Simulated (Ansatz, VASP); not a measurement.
# NaH in VASP and in Ansatz

The input INCAR:

```
SYSTEM = NaH
ALGO     = Normal         ! electronic algorithm
EDIFF    = 1E-6           ! SCF threshold, eV
ENCUT    = 520            ! plane-wave cutoff, eV
GGA      = PE             ! functional
ISIF     = 2              ! what is computed and relaxed
ISMEAR   = 0              ! smearing method
LASPH    = .True.         ! aspherical terms in the spheres
LCHARG   = .False.        ! write CHGCAR
LREAL    = .False.        ! projectors in reciprocal space
LWAVE    = .False.        ! write WAVECAR
NBANDS   = 11             ! bands
NELM     = 100            ! most SCF steps
PREC     = Accurate       ! precision mode
SIGMA    = 0.02           ! smearing width, eV
```

KPOINTS

```
k-points
0
Gamma
  10 10 10
  0 0 0
```

POSCAR

```
NaH
1.0
    3.0899663081      0.0000000000      0.0000000000
    0.0000000000      3.0899663081      0.0000000000
    0.0000000000      0.0000000000      3.0899663081
Na H
1 1
Direct
    0.0000000000      0.0000000000      0.0000000000
    0.5000000000      0.5000000000      0.5000000000
```

Input for Ansatz:

```yaml
crystal:
  lattice:
    - [3.0899663081, 0.0, 0.0]
    - [0.0, 3.0899663081, 0.0]
    - [0.0, 0.0, 3.0899663081]
  atoms:
    - { symbol: Na, position: [0.0, 0.0, 0.0] }
    - { symbol: H, position: [0.5, 0.5, 0.5] }
basis:
  ecutwfc: 420
kpoints:
  mp_grid: { grid: [10, 10, 10] }
hamiltonian:
  xc: pbe
scf:
  occupations: { method: gaussian, width: 0.02 }
output:
  forces: true
  stress: true
  eigenvalues: true
  populations: true
```

Alike in both runs: task single point; functional PBE; k mesh 10 × 10 × 10; occupations gaussian, width 0.02 eV; no spin polarisation.

|  | VASP | Ansatz |
| --- | --- | --- |
| version | VASP 6.6.1 | Ansatz 0.2.0 |
| potentials or method | VASP PAW PBE potentials, release 64 (Na_pv, H), cutoff 520 eV | scalar-relativistic, plane waves, PAW |
| valence electrons in the cell | 8 | 10 |

|  | VASP | Ansatz | Ansatz less VASP |
| --- | --- | --- | --- |
| gap on the k mesh at the Fermi level (eV) | 1.03 | 1.04 | +0.001 |
| least direct gap on the mesh (eV) | 4.06 | 4.07 | +0.003 |
| pressure (GPa) | -2.4 | -2.4 | +0.04 |

The functional is the same, so the differences come from potentials, cutoffs and numerics. VASP's potentials hold 8 valence electrons a cell and Ansatz's 10, so a difference there can come from the potentials and not from the codes.
